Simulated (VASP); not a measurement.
# GaSb (I-4m2) in VASP: notebook

GaSb is run at these levels: r2SCAN; tasks: single point.

All numbers are computed with VASP 6.6.1; they aren't measurements. Logs are shortened: lines on timing, memory, paths and dates and some standing lists are left out, and cuts for length are marked.

### Step 1. The cell of the first run

The structure is tetragonal, space group I-4m2 (No. 119). The conventional cell has a = 5.543 Å, b = 5.543 Å, c = 3.202 Å, α = 90.00°, β = 90.00°, γ = 90.00°. Within 3.8 Å of Sb (site symmetry -4m2) lie 8 Ga at 2.88 to 3.67 Å and 2 Sb at 3.20 Å. Ga (site symmetry -4m2) has 8 Sb at 2.88 to 3.67 Å and 2 Ga at 3.20 Å within 3.8 Å.

### Step 2. Single point, r2SCAN

Contents of POSCAR:

```
GaSb
1.0
   -2.7716691937      2.7716691937      1.6012417905
    2.7716691937     -2.7716691937      1.6012417905
    2.7716691937      2.7716691937     -1.6012417905
Sb Ga
1 1
Direct
    0.0000000000      0.0000000000      0.0000000000
    0.7500000000      0.2500000000      0.5000000000
```

Contents of INCAR.step1:

```
ALGO     = Normal         # electronic algorithm
EDIFF    = 1E-4           # SCF threshold, eV
ENCUT    = 520            # plane-wave cutoff, eV
GGA      = PE             # functional
ISMEAR   = -1             # smearing method
LASPH    = T              # aspherical terms in the spheres
LCHARG   = F              # write CHGCAR
LREAL    = F              # projectors in reciprocal space
LWAVE    = T              # write WAVECAR
NBANDS   = 16             # bands
NELM     = 80             # most SCF steps
PREC     = Accurate       # precision mode
SIGMA    = 0.05           # smearing width, eV
```

Contents of INCAR.step2:

```
ALGO     = Normal         # electronic algorithm
EDIFF    = 1E-6           # SCF threshold, eV
ENCUT    = 520            # plane-wave cutoff, eV
ISIF     = 2              # what is computed and relaxed
ISMEAR   = -1             # smearing method
ISTART   = 1            
LASPH    = T              # aspherical terms in the spheres
LCHARG   = F              # write CHGCAR
LMIXTAU  = T            
LREAL    = F              # projectors in reciprocal space
LWAVE    = F              # write WAVECAR
METAGGA  = R2SCAN         # meta-GGA
NBANDS   = 16             # bands
NELM     = 80             # most SCF steps
PREC     = Accurate       # precision mode
SIGMA    = 0.05           # smearing width, eV
```

Contents of KPOINTS:

```
k-points
0
Gamma
  10 10 10
```

Potentials or basis: VASP PAW PBE potentials, release 64 (Sb, Ga_d).

The run is started by

```bash
cat potpaw_PBE.64/Sb/POTCAR potpaw_PBE.64/Ga_d/POTCAR > POTCAR
cp INCAR.step1 INCAR
mpirun -np 1 vasp_std > vasp.out
cp INCAR.step2 INCAR
mpirun -np 1 vasp_std > vasp.out
```

OUTCAR:

```text
EDIFF = 1E-6
   ENCUT = 520
   ISIF = 2
   ISMEAR = -1
   ISTART = 1
   LASPH = T
   LREAL = F
   METAGGA = R2SCAN
   NELM = 80
   PREC = Accurate

 ion  position               nearest neighbor table
   1  0.000  0.000  0.000-   2 2.88   2 2.88   2 2.88   2 2.88
   2  0.750  0.250  0.500-   1 2.88   1 2.88   1 2.88   1 2.88

  LATTYP: Found a body centered tetragonal cell.
 ALAT       =     5.5433383874
 C/A-ratio  =     0.5777174975

  Lattice vectors:

 A1 = (  -2.7716691937,   2.7716691937,   1.6012417905)
 A2 = (   2.7716691937,  -2.7716691937,   1.6012417905)
 A3 = (   2.7716691937,   2.7716691937,  -1.6012417905)

Analysis of symmetry for initial positions (statically):
=====================================================================
 Subroutine PRICEL returns:
 Original cell was already a primitive cell.

 Routine SETGRP: Setting up the symmetry group for a
 body centered tetragonal supercell.

 Subroutine GETGRP returns: Found  8 space group operations
 (whereof  8 operations were pure point group operations)
 out of a pool of 16 trial point group operations.

The static configuration has the point symmetry D_2d.

Analysis of symmetry for dynamics (positions and initial velocities):
=====================================================================
 Subroutine PRICEL returns:
 Original cell was already a primitive cell.

 Routine SETGRP: Setting up the symmetry group for a
 body centered tetragonal supercell.

 Subroutine GETGRP returns: Found  8 space group operations
 (whereof  8 operations were pure point group operations)
 out of a pool of 16 trial point group operations.

The dynamic configuration has the point symmetry D_2d.

 Subroutine INISYM returns: Found  8 space group operations
 (whereof  8 operations are pure point group operations),
 and found     1 'primitive' translations

----------------------------------------------------------------------------------------

                                     Primitive cell

  volume of cell :      49.2039

  direct lattice vectors                    reciprocal lattice vectors
    -2.771669194  2.771669194  1.601241791     0.000000000  0.180396709  0.312257651
     2.771669194 -2.771669194  1.601241791     0.180396709  0.000000000  0.312257651
     2.771669194  2.771669194 -1.601241791     0.180396709  0.180396709  0.000000000

  length of vectors
     4.234179438  4.234179438  4.234179438     0.360621426  0.360621426  0.255119472

  position of ions in fractional coordinates (direct lattice)
     0.000000000  0.000000000  0.000000000
     0.750000000  0.250000000  0.500000000

  ion indices of the primitive-cell ions
   primitive index   ion index
                 1           1
                 2           2

----------------------------------------------------------------------------------------

 KPOINTS: k-points

Automatic generation of k-mesh.
 Grid dimensions read from file:
 generate k-points for:   10   10   10

 Generating k-lattice:

  Cartesian coordinates                     Fractional coordinates (reciprocal lattice)
     0.000000000  0.018039671  0.031225765     0.100000000  0.000000000  0.000000000
     0.018039671  0.000000000  0.031225765     0.000000000  0.100000000  0.000000000
     0.018039671  0.018039671  0.000000000     0.000000000  0.000000000  0.100000000

  Length of vectors
     0.036062143  0.036062143  0.025511947

  Shift w.r.t. Gamma in fractional coordinates (k-lattice)
     0.000000000  0.000000000  0.000000000

 Subroutine IBZKPT returns following result:
 ===========================================

 Found    102 irreducible k-points:

 Following reciprocal coordinates:
            Coordinates               Weight
  0.000000  0.000000  0.000000      1.000000
  0.100000  0.000000  0.000000      8.000000
  0.200000  0.000000  0.000000      8.000000
  0.300000  0.000000  0.000000      8.000000
  0.400000 -0.000000  0.000000      8.000000
  0.500000  0.000000 -0.000000      4.000000
[... 16 lines left out ...]
  0.300000  0.300000  0.000000      8.000000
  0.400000  0.300000  0.000000     16.000000
 [... further k-points ...]
   k-points           NKPTS =    102   k-points in BZ     NKDIM =    102   number of bands    NBANDS=     16
   number of dos      NEDOS =    301   number of ions     NIONS =      2
   total plane-waves  NPLWV =  32768
   dimension x,y,z NGX =    32 NGY =   32 NGZ =   32
   dimension x,y,z NGXF=    64 NGYF=   64 NGZF=   64
   ions per type =               1   1
   NGX,Y,Z   is equivalent  to a cutoff of  12.56, 12.56, 12.56 a.u.
   NGXF,Y,Z  is equivalent  to a cutoff of  25.13, 25.13, 25.13 a.u.
 SYSTEM =  unknown system
   PREC   = accura    normal or accurate (medium, high low for compatibility)
   ISTART =      1    job   : 0-new  1-cont  2-samecut
   ICHARG =      0    charge: 1-file 2-atom 10-const
   ISPIN  =      1    spin polarized calculation?
   LNONCOLLINEAR =      F non collinear calculations
   LSORBIT =      F    spin-orbit coupling
   LASPH  =      T    aspherical Exc in radial PAW
   ENCUT  =  520.0 eV  38.22 Ry    6.18 a.u.   7.87  7.87  7.87*2*pi/ulx,y,z
   NELM   =     80;   NELMIN=  2; NELMDL=  0     # of ELM steps
   EDIFF  = 0.1E-05   stopping-criterion for ELM
   LREAL  =      F    real-space projection
   EDIFFG = 0.1E-04   stopping-criterion for IOM
   NSW    =      0    number of steps for IOM
   IBRION =     -1    ionic relax: 0-MD 1-quasi-New 2-CG
   NFREE  =      0    steps in history (QN), initial steepest desc. (CG)
   ISIF   =      2    stress and relaxation
   ISYM   =      2    0-nonsym 1-usesym 2-fastsym
   POTIM  = 0.5000    time-step for ionic-motion
   TEBEG  =    0.0;   TEEND  =   0.0 temperature during run
   PSTRESS=    0.0 pullay stress
   NELECT =      18.0000    total number of electrons
   NUPDOWN=      -1.0000    fix difference up-down
   EMIN   =  10.00;   EMAX   =-10.00  energy-range for DOS
   EFERMI =   0.00;   METHOD = LEGACY
   ISMEAR =    -1;   SIGMA  =   0.05  broadening in eV -4-tet -1-fermi 0-gaus
   EFERMI_NEDOS =   21; number of points for ismear=-14 and -15
   IALGO  =     38    algorithm
   IMIX   =      4    mixing-type and parameters
     AMIX     =   0.40;   BMIX     =  1.00
     AMIX_MAG =   1.60;   BMIX_MAG =  1.00
  volume/ion in A,a.u.               =      24.60       166.02
  Fermi-wavevector in a.u.,A,eV,Ry     =   1.170844  2.212575 18.651901  1.370876
  Thomas-Fermi vector in A             =   2.307297
   LORBIT       =      0    0 simple, 1 ext, 2 COOP (PROOUT), +10 PAW based schemes
   METAGGA = R2SCAN    functional components
   LHFCALC =     F    Hartree Fock is set to
   AEXX    =    0.0000 exact exchange contribution
   IVDW    =     0    specifies the selected vdW correction
   LEPSILON=     F    determine dielectric tensor
   LRPA    =     F    only Hartree local field effects (RPA)
 non-spin polarized calculation
  energy-cutoff  :      520.00
  volume of cell :       49.20
 maximum number of plane-waves:      1344
   NGX = 15   NGY = 15   NGZ = 15

 number of electron      17.9999985 magnetization

 Free energy of the ion-electron system (eV)
  ---------------------------------------------------
  ext. energy  EPLUGINS =         0.00000000
  ---------------------------------------------------
  free energy    TOTEN  =       -36.99180674 eV

  energy without entropy =      -36.98677266  energy(sigma->0) =      -36.98928970

 E-fermi :   6.2218     XC(G=0): -10.8263

 val. band max:        6.2000040680   @ k =   0.4000   0.4000   0.0000
 cond. band min:       6.3249480012   @ k =  -0.1000   0.5000   0.1000
 fundamental gap:      0.1249439332
 Fermi energy:         6.2217631813

 k-point     1 :       0.0000    0.0000    0.0000
  band No.  band energies     occupation
      1      -9.2053      2.00000
      2      -9.1232      2.00000
      3      -9.1099      2.00000
      4      -9.0936      2.00000
      5      -9.0936      2.00000
      6      -6.0930      2.00000
[... 8 lines left out ...]
     15      16.4399      0.00000
     16      17.3640      0.00000

 k-point     2 :       0.1000    0.0000    0.0000
  band No.  band energies     occupation
      1      -9.1928      2.00000
      2      -9.1245      2.00000
      3      -9.1081      2.00000
      4      -9.0986      2.00000
      5      -9.0985      2.00000
      6      -5.8959      2.00000
[... 8 lines left out ...]
     15      16.1460      0.00000
     16      16.6316      0.00000

 k-point     3 :       0.2000    0.0000    0.0000
  band No.  band energies     occupation
      1      -9.1606      2.00000
      2      -9.1284      2.00000
      3      -9.1138      2.00000
      4      -9.1113      2.00000
      5      -9.1012      2.00000
      6      -5.3097      2.00000
[... 8 lines left out ...]
     15      14.8080      0.00000
     16      16.3297      0.00000

 k-point     4 :       0.3000    0.0000    0.0000
  band No.  band energies     occupation
      1      -9.1418      2.00000
      2      -9.1306      2.00000
      3      -9.1264      2.00000
      4      -9.1130      2.00000
      5      -9.0946      2.00000
      6      -4.3602      2.00000
[... 8 lines left out ...]
     15      14.0088      0.00000
     16      17.0519      0.00000

 k-point     5 :       0.4000   -0.0000    0.0000
  band No.  band energies     occupation
      1      -9.1533      2.00000
      2      -9.1444      2.00000
      3      -9.1300      2.00000
      4      -9.0891      2.00000
      5      -9.0825      2.00000
      6      -3.1576      2.00000
[... 8 lines left out ...]
     15      15.4878      0.00000
     16      18.1662      0.00000

 k-point     6 :       0.5000    0.0000   -0.0000
  band No.  band energies     occupation
      1      -9.1585      2.00000
      2      -9.1497      2.00000
      3      -9.1315      2.00000
      4      -9.0869      2.00000
      5      -9.0699      2.00000
      6      -2.3503      2.00000
[... 8 lines left out ...]
     15      17.1019      0.00000
     16      17.7132      0.00000
[... 267 lines left out ...]
 k-point    21 :      -0.3000    0.2000   -0.0000
  band No.  band energies     occupation
      1      -9.1884      2.00000
      2      -9.1339      2.00000
      3      -9.1042      2.00000
      4      -9.0991      2.00000
      5      -9.0941      2.00000
      6      -5.3724      2.00000
[... 8 lines left out ...]
     15      16.5628      0.00000
     16      17.2455      0.00000

 k-point    22 :      -0.2000    0.2000    0.0000
  band No.  band energies     occupation
      1      -9.2019      2.00000
      2      -9.1301      2.00000
      3      -9.1060      2.00000
      4      -9.0943      2.00000
      5      -9.0904      2.00000
      6      -5.7378      2.00000
[... 8 lines left out ...]
     15      15.7489      0.00000
     16      16.8483      0.00000

 k-point    23 :       0.3000    0.3000    0.0000
  band No.  band energies     occupation
      1      -9.1532      2.00000
      2      -9.1431      2.00000
      3      -9.1343      2.00000
      4      -9.0876      2.00000
      5      -9.0812      2.00000
      6      -2.3588      2.00000
[... 8 lines left out ...]
     15      15.5677      0.00000
     16      17.4673      0.00000

 k-point    24 :       0.4000    0.3000    0.0000
  band No.  band energies     occupation
      1      -9.1475      2.00000
      2      -9.1323      2.00000
      3      -9.1255      2.00000
      4      -9.1112      2.00000
      5      -9.0897      2.00000
      6      -3.2221      2.00000
[... 8 lines left out ...]
     15      16.3999      0.00000
     16      17.4748      0.00000

 [... further k-points ...]
[... 5 lines left out ...]
  --------------------------------------------------------------------------------------
  -------------------------------------------------------------------------------------
  Total       -0.7537161     -0.7537161     -0.7426970      0.0000000     -0.0000000      0.0000000
  in kB      -24.5424937    -24.5424937    -24.1836886      0.0000000     -0.0000000      0.0000000
  external PRESSURE =     -24.4228920 kB  Pullay stress =       0.0000000 kB

 VOLUME and BASIS-vectors are now :
 -----------------------------------------------------------------------------
  energy-cutoff  :      520.00
  volume of cell :       49.20
      direct lattice vectors                 reciprocal lattice vectors
    -2.771669194  2.771669194  1.601241791     0.000000000  0.180396709  0.312257651
     2.771669194 -2.771669194  1.601241791     0.180396709  0.000000000  0.312257651
     2.771669194  2.771669194 -1.601241791     0.180396709  0.180396709  0.000000000

 POSITION                                       TOTAL-FORCE (eV/Angst)
 -----------------------------------------------------------------------------------
      0.00000      0.00000      0.00000         0.000000      0.000000      0.000000
     -0.00000      2.77167      0.80062        -0.000000     -0.000000     -0.000000
 -----------------------------------------------------------------------------------
    total drift:                               -0.000010      0.000010      0.000000

  FREE ENERGIE OF THE ION-ELECTRON SYSTEM (eV)
  ---------------------------------------------------
  free  energy   TOTEN  =       -36.9918067379 eV

  energy  without entropy=      -36.9867726648  energy(sigma->0) =      -36.98928970
```

Wall time 1.8 min (1 thread of Intel Xeon Platinum 8488C (Sapphire Rapids), shared host); peak memory 0.25 GiB.

What came out:

```yaml
Free_energy: -36.9918 eV
Pressure: -2.4 GPa
Band_gap_on_the_k_mesh: zero (band 9 reaches 8.07 eV, above the bottom of band 10 at 3.46 eV)
```

Caveat: the PAW data sets were made with another functional, which shifts forces and pressure a little; spin-orbit coupling is left out, which moves the levels of the heavy elements.

[end of part 1 of 2]
